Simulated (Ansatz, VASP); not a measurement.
# PbS: VASP beside Ansatz

```
CELL_PARAMETERS angstrom
4.86111 0.00000 0.00000
-2.43056 4.20985 0.00000
0.00000 0.00000 6.04319
ATOMIC_POSITIONS crystal
Pb 0.33333 0.66667 0.93245
Pb 0.66667 0.33333 0.43245
S 0.33333 0.66667 0.44255
S 0.66667 0.33333 0.94255
```

Change from the starting cell: epitaxial_xy strain -2.7%.

Alike in both runs: task single point; functional r2SCAN; k mesh 6 × 6 × 4; no spin polarisation.

|  | VASP | Ansatz |
| --- | --- | --- |
| version | VASP 6.6.1 | Ansatz 0.2.0 |
| potentials or method | VASP PAW PBE potentials, release 64 (Pb_d, S) | plane waves, PAW |
| plane-wave cutoff (eV) | 520 | 500 |
| occupations | gaussian, width 0.01 eV | fixed |
| valence electrons in the cell | 40 | 40 |

Ansatz gave:

```
gap on the k mesh at the Fermi level (eV)                     : 1.56
pressure (GPa)                                                : 2.4
traceless stress, the component that is largest in VASP (GPa) : -2.38
```

What did VASP give for the same quantities?

gap on the k mesh at the Fermi level (eV): 1.56; pressure (GPa): 2.4; traceless stress, the component that is largest in VASP (GPa): -2.40.

VASP's potentials were made for PBE, not for r2SCAN.

Spin-orbit coupling is off throughout.
